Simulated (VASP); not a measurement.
# F (C2/c) in VASP: a series of runs, part 2 of 2

VASP 6.6.1. Earlier steps stand in the parts before.

**3. Single point, PBE+D3(BJ) (18.29 Å³/atom)**

The input, INCAR:

```
ALGO = Normal
EDIFF = 1E-6
ENCUT = 520
GGA = PE
ISIF = 2
ISMEAR = 0
IVDW = 12
LASPH = T
LCHARG = F
LREAL = F
LWAVE = F
NBANDS = 22
NELM = 60
PREC = Accurate
SIGMA = 0.05
```

The input, KPOINTS:

```
k-points
0
Gamma
  8 8 4
```

The input, POSCAR:

```
F
1.0
    2.9910203351     -1.7900914405      0.3156511524
    2.9910203351      1.7900914405      0.3156511524
   -0.8430695836      0.0000000000      6.7419276277
F
4
Direct
    0.9138648456      0.5855481450      0.0939279973
    0.4144518550      0.0861351544      0.4060720027
    0.0861351544      0.4144518550      0.9060720027
    0.5855481450      0.9138648456      0.5939279973
```

Potentials or basis: VASP PAW PBE potentials, release 64 (F).

Launch:

```sh
$ cat potpaw_PBE.64/F/POTCAR > POTCAR
$ mpirun -np 1 vasp_std > vasp.out
```

OUTCAR:

```text
EDIFF = 1E-6
   ENCUT = 520
   GGA = PE
   ISIF = 2
   ISMEAR = 0
   IVDW = 12
   LASPH = T
   LREAL = F
   NELM = 60
   PREC = Accurate
 IVDW          = 12

 ion  position               nearest neighbor table
   1  0.914  0.586  0.094-   3 1.42
   2  0.414  0.086  0.406-   4 1.42
   3  0.086  0.414  0.906-   1 1.42
   4  0.586  0.914  0.594-   2 1.42

  LATTYP: Found a base centered monoclinic cell.
 ALAT       =     6.0152600260
 B/A-ratio  =     0.5951833945
 C/A-ratio  =     1.1295331410
 COS(beta)  =    -0.0192580469

  Lattice vectors:

 A1 = (   2.9910203351,  -1.7900914405,   0.3156511524)
 A2 = (   2.9910203351,   1.7900914405,   0.3156511524)
 A3 = (  -0.8430695836,   0.0000000000,   6.7419276277)

Analysis of symmetry for initial positions (statically):
=====================================================================
 Subroutine PRICEL returns:
 Original cell was already a primitive cell.

 Routine SETGRP: Setting up the symmetry group for a
 base centered monoclinic supercell.

 Subroutine GETGRP returns: Found  4 space group operations
 (whereof  2 operations were pure point group operations)
 out of a pool of  4 trial point group operations.

The static configuration has the point symmetry S_2 .
 The point group associated with its full space group is C_2h.

Analysis of symmetry for dynamics (positions and initial velocities):
=====================================================================
 Subroutine PRICEL returns:
 Original cell was already a primitive cell.

 Routine SETGRP: Setting up the symmetry group for a
 base centered monoclinic supercell.

 Subroutine GETGRP returns: Found  4 space group operations
 (whereof  2 operations were pure point group operations)
[... 121 lines left out ...]
   EFERMI =   0.00;   METHOD = LEGACY
   ISMEAR =     0;   SIGMA  =   0.05  broadening in eV -4-tet -1-fermi 0-gaus
   EFERMI_NEDOS =   21; number of points for ismear=-14 and -15
   IALGO  =     38    algorithm
   IMIX   =      4    mixing-type and parameters
     AMIX     =   0.40;   BMIX     =  1.00
     AMIX_MAG =   1.60;   BMIX_MAG =  1.00
  volume/ion in A,a.u.               =      18.29       123.41
  Fermi-wavevector in a.u.,A,eV,Ry     =   1.188666  2.246254 19.224053  1.412928
  Thomas-Fermi vector in A             =   2.324791
   LORBIT       =      0    0 simple, 1 ext, 2 COOP (PROOUT), +10 PAW based schemes
   GGA     = PE    functional components
   LHFCALC =     F    Hartree Fock is set to
   AEXX    =    0.0000 exact exchange contribution
   IVDW    =    12    specifies the selected vdW correction
   LEPSILON=     F    determine dielectric tensor
   LRPA    =     F    only Hartree local field effects (RPA)
 non-spin polarized calculation
 Gauss-broadening in eV      SIGMA  =   0.05
  energy-cutoff  :      520.00
  volume of cell :       73.15
 maximum number of plane-waves:      1995
 NGX is ok and might be reduce to    28
   NGX = 13   NGY = 13   NGZ = 25

 number of electron      28.0000012 magnetization

 Free energy of the ion-electron system (eV)
  ---------------------------------------------------
  ext. energy  EPLUGINS =         0.00000000
  ---------------------------------------------------
  free energy    TOTEN  =        -7.31959283 eV

  energy without entropy =       -7.31959283  energy(sigma->0) =       -7.31959283

 E-fermi :  -5.5276     XC(G=0):  -7.0519

 val. band max:       -5.7942132210   @ k =   0.0000   0.0000   0.0000
 cond. band min:      -2.8030331571   @ k =   0.0000   0.0000   0.0000
 fundamental gap:      2.9911800640
 Fermi energy:        -5.5275846960

 k-point     1 :       0.0000    0.0000    0.0000
  band No.  band energies     occupation
      1     -30.5659      2.00000
      2     -30.4683      2.00000
      3     -24.3692      2.00000
      4     -24.0954      2.00000
      5     -12.1878      2.00000
      6     -11.5891      2.00000
[... 589 lines left out ...]
     21      11.5358      0.00000
     22      12.1615      0.00000

 [... further k-points ...]

------------------------ aborting loop because EDIFF is reached ----------------------------------------

 Edisp (eV)   -0.09880

 E8    (eV) :    -0.0211

  FORCE on cell =-STRESS in cart. coord.  units (eV):
  Direction    XX          YY          ZZ          XY          YZ          ZX
  --------------------------------------------------------------------------------------
  -------------------------------------------------------------------------------------
  Total      -0.29362    -0.03256     0.69288     0.00000     0.00000    -0.12591
  in kB      -6.43127    -0.71324    15.17630     0.00000     0.00000    -2.75790
  external pressure =        2.68 kB  Pullay stress =        0.00 kB

 VOLUME and BASIS-vectors are now :
 -----------------------------------------------------------------------------
  energy-cutoff  :      520.00
  volume of cell :       73.15
      direct lattice vectors                 reciprocal lattice vectors
     2.991020335 -1.790091440  0.315651152     0.164989705 -0.279315340  0.020631755
     2.991020335  1.790091440  0.315651152     0.164989705  0.279315340  0.020631755
    -0.843069584  0.000000000  6.741927628    -0.015449347  0.000000000  0.146393610

 POSITION                                       TOTAL-FORCE (eV/Angst)
 -----------------------------------------------------------------------------------
      4.40559     -0.58772      1.10655        -0.044660      0.177760      0.362199
      1.15492     -0.58772      2.89572         0.044660      0.177760     -0.362199
      0.73338      0.58772      6.26668         0.044660     -0.177760     -0.362199
      3.98405      0.58772      4.47751        -0.044660     -0.177760      0.362199
 -----------------------------------------------------------------------------------
    total drift:                               -0.000000     -0.000000      0.000000

  FREE ENERGIE OF THE ION-ELECTRON SYSTEM (eV)
  ---------------------------------------------------
  free  energy   TOTEN  =        -7.4183934301 eV

  energy  without entropy=       -7.4183934301  energy(sigma->0) =       -7.41839343
```

OSZICAR:

```text
N       E                     dE             d eps       ncg     rms          rms(c)
DAV:   1     0.191786108040E+03    0.19179E+03   -0.15622E+04  3464   0.117E+03
DAV:   2     0.125496886414E+01   -0.19053E+03   -0.18410E+03  4714   0.290E+02
DAV:   3    -0.889128658511E+01   -0.10146E+02   -0.10096E+02  3966   0.667E+01
DAV:   4    -0.895959143336E+01   -0.68305E-01   -0.68301E-01  3654   0.629E+00
DAV:   5    -0.896001368159E+01   -0.42225E-03   -0.42225E-03  4002   0.470E-01    0.112E+01
DAV:   6    -0.773164347432E+01    0.12284E+01   -0.44398E-01  3462   0.671E+00    0.632E+00
DAV:   7    -0.732131812814E+01    0.41033E+00   -0.59517E-01  3450   0.730E+00    0.701E-01
DAV:   8    -0.731935823450E+01    0.19599E-02   -0.72359E-02  3636   0.190E+00    0.116E-01
DAV:   9    -0.731951421249E+01   -0.15598E-03   -0.82359E-04  3918   0.215E-01    0.603E-02
DAV:  10    -0.731959177339E+01   -0.77561E-04   -0.96523E-05  3558   0.889E-02    0.179E-02
DAV:  11    -0.731959282580E+01   -0.10524E-05   -0.11539E-05  3840   0.320E-02    0.461E-03
DAV:  12    -0.731959283081E+01   -0.50181E-08   -0.11484E-06  2748   0.905E-03
   1 F= -.74183934E+01 E0= -.74183934E+01  d E =-.822173E-16
```

stdout:

```text
POSCAR found type information on POSCAR F
 POSCAR found :  1 types and       4 ions
 scaLAPACK will be used
 LDA part: xc-table for (Slater+PW92), standard interpolation
 POSCAR, INCAR and KPOINTS ok, starting setup
 FFT: planning ... GRIDC
 FFT: planning ... GRID_SOFT
 FFT: planning ... GRID
 WAVECAR not read
 entering main loop
```

Run time: 40 s. Hardware: 1 thread of Intel Xeon 6975P-C (Granite Rapids), shared host; peak memory 0.24 GiB.

Results:

```yaml
Free_energy: -7.4184 eV
Pressure: 0.3 GPa
Largest_force: 0.406 eV/Å
Band_gap_on_the_k_mesh: 2.99 eV
Dispersion_energy_per_atom: -0.025 eV
```

Forces in eV/Å, atoms in the order of the input:
```
F   -0.045  0.178  0.362
F    0.045  0.178 -0.362
F    0.045 -0.178 -0.362
F   -0.045 -0.178  0.362
```

Stress tensor (GPa, compression positive):
```
-0.64  0.00 -0.28
 0.00 -0.07  0.00
-0.28  0.00  1.52
```

A k mesh can miss the band edges.

**4. Single point, PBE+D3(BJ) (18.29 Å³/atom)**

The input, INCAR:

```
PREC = Accurate
ENCUT = 520
EDIFF = 1E-6
ISMEAR = 0
SIGMA = 0.05
LREAL = False
LASPH = True
NELM = 100
ALGO = Normal
ISIF = 2
LWAVE = False
LCHARG = True
GGA = PE
IVDW = 12
LELF = True
LVHAR = True
NBANDS = 22
```

The input, KPOINTS:

```
regular mesh
0
Gamma
  8 8 4
```

The input, POSCAR:

```
F
1.0
    2.7604548894     -1.8633505743      0.2913189044
    2.7604548894      1.8633505743      0.2913189044
   -0.8622159032      0.0000000000      7.0194602442
F
4
Direct
    0.9138648456      0.5855481450      0.0939279973
    0.4144518550      0.0861351544      0.4060720027
    0.0861351544      0.4144518550      0.9060720027
    0.5855481450      0.9138648456      0.5939279973
```

Potentials or basis: VASP PAW PBE potentials, release 64 (F).

Launch:

```sh
$ cat potpaw_PBE.64/F/POTCAR > POTCAR
$ mpirun -np 1 vasp_std > vasp.out
```

OUTCAR:

```text
PREC = Accurate
   ENCUT = 520
   EDIFF = 1E-6
   ISMEAR = 0
   LREAL = False
   LASPH = True
   NELM = 100
   ISIF = 2
   GGA = PE
   IVDW = 12
 IVDW          = 12

 ion  position               nearest neighbor table
   1  0.914  0.586  0.094-   3 1.47
   2  0.414  0.086  0.406-   4 1.47
   3  0.086  0.414  0.906-   1 1.47
   4  0.586  0.914  0.594-   2 1.47

  LATTYP: Found a base centered monoclinic cell.
[... 802 lines left out ...]

 Edisp (eV)   -0.10003

 E8    (eV) :    -0.0215

  FORCE on cell =-STRESS in cart. coord.  units (eV):
  Direction    XX          YY          ZZ          XY          YZ          ZX
  --------------------------------------------------------------------------------------
  -------------------------------------------------------------------------------------
  Total      -0.26406    -1.07898    -3.63421     0.00000     0.00000     0.43284
  in kB      -5.78379   -23.63309   -79.60091     0.00000     0.00000     9.48050
  external pressure =      -36.34 kB  Pullay stress =        0.00 kB

 VOLUME and BASIS-vectors are now :
 -----------------------------------------------------------------------------
  energy-cutoff  :      520.00
  volume of cell :       73.15
      direct lattice vectors                 reciprocal lattice vectors
     2.760454889 -1.863350574  0.291318904     0.178811660 -0.268333832  0.021963834
     2.760454889  1.863350574  0.291318904     0.178811660  0.268333832  0.021963834
    -0.862215903  0.000000000  7.019460244    -0.014841944  0.000000000  0.140638027

 POSITION                                       TOTAL-FORCE (eV/Angst)
 -----------------------------------------------------------------------------------
      4.05808     -0.61177      1.09613         0.153987     -0.600144     -1.210226
      1.03173     -0.61177      2.99624        -0.153987     -0.600144      1.210226
      0.60062      0.61177      6.50597        -0.153987      0.600144      1.210226
      3.62697      0.61177      4.60586         0.153987      0.600144     -1.210226
 -----------------------------------------------------------------------------------
    total drift:                                0.000000      0.000000      0.000000

  FREE ENERGIE OF THE ION-ELECTRON SYSTEM (eV)
  ---------------------------------------------------
  free  energy   TOTEN  =        -7.3512737009 eV

  energy  without entropy=       -7.3512737009  energy(sigma->0) =       -7.35127370
```

stdout:

```text
POSCAR found type information on POSCAR F
 POSCAR found :  1 types and       4 ions
 scaLAPACK will be used
 LDA part: xc-table for (Slater+PW92), standard interpolation
 POSCAR, INCAR and KPOINTS ok, starting setup
 FFT: planning ... GRIDC
 FFT: planning ... GRID_SOFT
 FFT: planning ... GRID
 WAVECAR not read
 entering main loop
```

It took 44 s on 1 thread of Intel Xeon 6975P-C (Granite Rapids), shared host; peak memory 0.24 GiB.

Results:

- Free energy: -7.3513 eV
- Pressure: -3.6 GPa
- Largest force: 1.360 eV/Å
- Band gap on the k mesh: 2.39 eV
- Dispersion energy per atom: -0.025 eV

Forces in eV/Å, atoms in the order of the input:
```
F    0.154 -0.600 -1.210
F   -0.154 -0.600  1.210
F   -0.154  0.600  1.210
F    0.154  0.600 -1.210
```

Levels at points of the mesh, in eV from the valence-band top:
| k point | band 10 | band 11 | band 12 | band 13 | band 14 | band 15 | band 16 | band 17 | band 18 | band 19 |
| --- | --- | --- | --- | --- | --- | --- | --- | --- | --- | --- |
| (0.00, 0.00, 0.00) | -2.65 | -0.26 | -0.06 | -0.01 | 0.00 | 2.39 | 3.03 | 9.08 | 11.66 | 12.26 |
| (0.50, 0.00, 0.00) | -2.78 | -0.25 | -0.24 | -0.05 | -0.04 | 2.78 | 2.79 | 13.08 | 13.08 | 15.01 |
| (0.50, 0.50, 0.00) | -2.89 | -0.44 | -0.35 | -0.08 | -0.06 | 2.59 | 2.97 | 13.53 | 14.09 | 14.95 |
| (0.00, 0.00, 0.50) | -2.66 | -0.17 | -0.17 | -0.01 | -0.01 | 2.70 | 2.70 | 9.91 | 9.91 | 14.96 |
| (0.50, 0.00, 0.50) | -2.78 | -0.22 | -0.21 | -0.03 | -0.02 | 2.76 | 2.77 | 13.59 | 13.63 | 13.65 |
| (0.50, 0.50, 0.50) | -2.95 | -0.25 | -0.25 | -0.22 | -0.22 | 2.78 | 2.78 | 14.00 | 14.00 | 14.65 |

Caveat: the cell stands under tension; forces of over 1 eV/Å act on the atoms, so gaps and moduli don't describe the material at rest. A k mesh can miss the band edges.

**5. Single point, PBE+D3(BJ) (18.80 Å³/atom)**

This run uses another cell than the first one, of 18.80 Å³/atom.

The input, INCAR:

```
  ALGO = Normal
  EDIFF = 1E-6
  ENCUT = 520
  GGA = PE
  ISIF = 2
  ISMEAR = 0
  IVDW = 12
  LASPH = T
  LCHARG = F
  LREAL = F
  LWAVE = F
  NBANDS = 22
  NELM = 100
  PREC = Accurate
  SIGMA = 0.05
```

The input, KPOINTS:

```
k-points
0
Gamma
  8 8 4
```

The input, POSCAR:

```
F
1.0
    2.8237796724     -1.8682000692      0.2980017545
    2.8237796724      1.8682000692      0.2980017545
   -0.8669022824      0.0000000000      7.0374711062
F
4
Direct
    0.9138648456      0.5855481450      0.0939279973
    0.4144518550      0.0861351544      0.4060720027
    0.0861351544      0.4144518550      0.9060720027
    0.5855481450      0.9138648456      0.5939279973
```

Launch:

```sh
$ cat potpaw_PBE.64/F/POTCAR > POTCAR
$ mpirun -np 1 vasp_std > vasp.out
```

Wall time 39 s (1 thread of Intel Xeon 6975P-C (Granite Rapids), shared host); peak memory 0.24 GiB.

The run converged. Its results:

| Item | Value |
| --- | --- |
| Free energy | -7.3391 eV |
| Pressure | -3.8 GPa |
| Largest force | 1.454 eV/Å |
| Band gap on the k mesh | 2.37 eV |
| Dispersion energy per atom | -0.024 eV |

Forces on the atoms (eV/Å):
```
F    0.165 -0.641 -1.294
F   -0.165 -0.641  1.294
F   -0.165  0.641  1.294
F    0.165  0.641 -1.294
```

Stress tensor (GPa, compression positive):
```
-0.66  0.00  0.98
 0.00 -2.47  0.00
 0.98  0.00 -8.27
```

Levels at points of the mesh, in eV from the valence-band top:
```csv
k point,band 11,band 12,band 13,band 14,band 15,band 16,band 17,band 18
"(0.00, 0.00, 0.00)",-0.26,-0.06,-0.02,0.00,2.37,2.99,9.01,11.60
"(0.50, 0.00, 0.00)",-0.24,-0.23,-0.06,-0.05,2.75,2.75,12.95,12.95
"(0.50, 0.50, 0.00)",-0.41,-0.33,-0.07,-0.06,2.55,2.94,13.26,13.95
"(0.00, 0.00, 0.50)",-0.17,-0.17,-0.01,-0.01,2.67,2.67,9.84,9.84
"(0.50, 0.00, 0.50)",-0.21,-0.20,-0.04,-0.03,2.73,2.73,13.47,13.49
"(0.50, 0.50, 0.50)",-0.23,-0.23,-0.21,-0.21,2.74,2.74,13.75,13.75
```

Caveat: the cell stands under tension; forces of over 1 eV/Å act on the atoms, so gaps and moduli don't describe the material at rest. A k mesh can miss the band edges.

**6. Single point, PBE+D3(BJ) (18.80 Å³/atom)**

This run uses another cell than the first one, of 18.80 Å³/atom.

The input, INCAR:

```
SYSTEM = F
  ALGO = Normal
  EDIFF = 1E-7
  ENCUT = 520
  GGA = PE
  ISIF = 2
  ISMEAR = 0
  IVDW = 12
  LASPH = .True.
  LCHARG = .False.
  LREAL = .False.
  LWAVE = .False.
  NBANDS = 22
  NELM = 100
  PREC = Accurate
  SIGMA = 0.05
```

The input, KPOINTS:

```
k-points
0
Gamma
  8 8 4
  0 0 0
```

The input, POSCAR:

```
F
1.0
    2.9788247443     -1.8189313624      0.3143641159
    2.9788247443      1.8189313624      0.3143641159
   -0.8540251668      0.0000000000      6.8508231497
F
4
Direct
    0.9138648456      0.5855481450      0.0939279973
    0.4144518550      0.0861351544      0.4060720027
    0.0861351544      0.4144518550      0.9060720027
    0.5855481450      0.9138648456      0.5939279973
```

Potentials or basis: VASP PAW PBE potentials, release 64 (F).

Launch:

```sh
$ cat potpaw_PBE.64/F/POTCAR > POTCAR
$ mpirun -np 1 vasp_std > vasp.out
```

Wall time 43 s (1 thread of Intel Xeon 6975P-C (Granite Rapids), shared host); peak memory 0.24 GiB.

It converged, with:

- Free energy: -7.4169 eV
- Pressure: -1.4 GPa
- Largest force: 0.364 eV/Å
- Band gap on the k mesh: 2.76 eV
- Dispersion energy per atom: -0.024 eV

Forces on the atoms (eV/Å):
```
F    0.043 -0.161 -0.324
F   -0.043 -0.161  0.324
F   -0.043  0.161  0.324
F    0.043  0.161 -0.324
```

Stress tensor (GPa, compression positive):
```
-0.69  0.00  0.24
 0.00 -1.08  0.00
 0.24  0.00 -2.48
```

Levels at points of the mesh, in eV from the valence-band top:
```
           k point  band 12  band 13  band 14  band 15  band 16  band 17
(0.00, 0.00, 0.00)    -0.08    -0.06     0.00     2.76     3.43     8.83
(0.50, 0.00, 0.00)    -0.22    -0.09    -0.08     3.17     3.17    12.74
(0.50, 0.50, 0.00)    -0.36    -0.07    -0.04     2.92     3.40    12.53
(0.00, 0.00, 0.50)    -0.20    -0.04    -0.04     3.08     3.08     9.70
(0.50, 0.00, 0.50)    -0.19    -0.06    -0.05     3.14     3.15    13.28
(0.50, 0.50, 0.50)    -0.23    -0.22    -0.22     3.15     3.15    13.08
```

A k mesh can miss the band edges.

**7. Overview**

```csv
cell,gap on the mesh (eV),pressure (GPa),largest force (eV/Å)
"a = 3.393, b = 3.393, c = 6.978 Å, angles 90.9, 90.9, 65.6°, 4 atoms",2.58,-2.5,0.83
"a = 3.500, b = 3.500, c = 6.794 Å, angles 90.9, 90.9, 61.5°, 4 atoms",2.99,0.3,0.41
"a = 3.343, b = 3.343, c = 7.072 Å, angles 90.8, 90.8, 67.7°, 4 atoms",2.39,-3.6,1.36
"a = 3.399, b = 3.399, c = 7.091 Å, angles 90.8, 90.8, 66.7°, 4 atoms",2.37,-3.8,1.45
"a = 3.504, b = 3.504, c = 6.904 Å, angles 90.9, 90.9, 62.5°, 4 atoms",2.76,-1.4,0.36
```

Alike in all rows: task single point; level PBE+D3(BJ); potentials or basis VASP PAW PBE potentials, release 64 (F); no spin polarisation; k mesh 8 × 8 × 4; cutoff (eV) 520; smearing gaussian 0.05 eV.

Caveats: the cell stands under tension (at least some runs); forces of over 1 eV/Å act on the atoms, so gaps and moduli don't describe the material at rest (at least some runs).

Total energies depend on the potentials used, so only differences within one code and one set of settings carry meaning.
